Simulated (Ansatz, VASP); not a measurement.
## Two plane-wave programs on Au

```xyz
2
Lattice="1.4113 -2.5559 0.0000 1.4113 2.5559 0.0000 0.0000 0.0000 4.8932" Properties=species:S:1:pos:R:3 pbc="T T T"
Au    1.4113   -0.8451    1.2233
Au    1.4113    0.8451    3.6699
```

Alike in both runs: task single point; functional r2SCAN; k mesh 12 × 12 × 6; occupations gaussian, width 0.1 eV; no spin polarisation.

```csv
,VASP,Ansatz
version,VASP 6.6.1,Ansatz 0.2.0
potentials or method,"VASP PAW PBE potentials, release 64 (Au), cutoff 520 eV","scalar-relativistic, plane waves, PAW"
valence electrons in the cell,22,38
```

```csv
,VASP,Ansatz,Ansatz less VASP
gap on the k mesh at the Fermi level (eV),none,none,-
pressure (GPa),0.0,-0.3,-0.25
"traceless stress, the component that is largest in VASP (GPa)",0.15,0.08,-0.066
rms of the force components (eV/Å),0.008,0.008,-0.0004
```

VASP's potentials were made for PBE, not for r2SCAN. Atom by atom the forces differ by 0.000 eV/Å (rms over components). A gap of «none» marks a metal or a gap that the smearing closes. With one functional, cell and mesh, what is left measures potentials, basis and numerics. VASP's potentials hold 22 valence electrons a cell and Ansatz's 38, so a difference there can come from the potentials and not from the codes.

Neither program's run includes spin-orbit coupling.
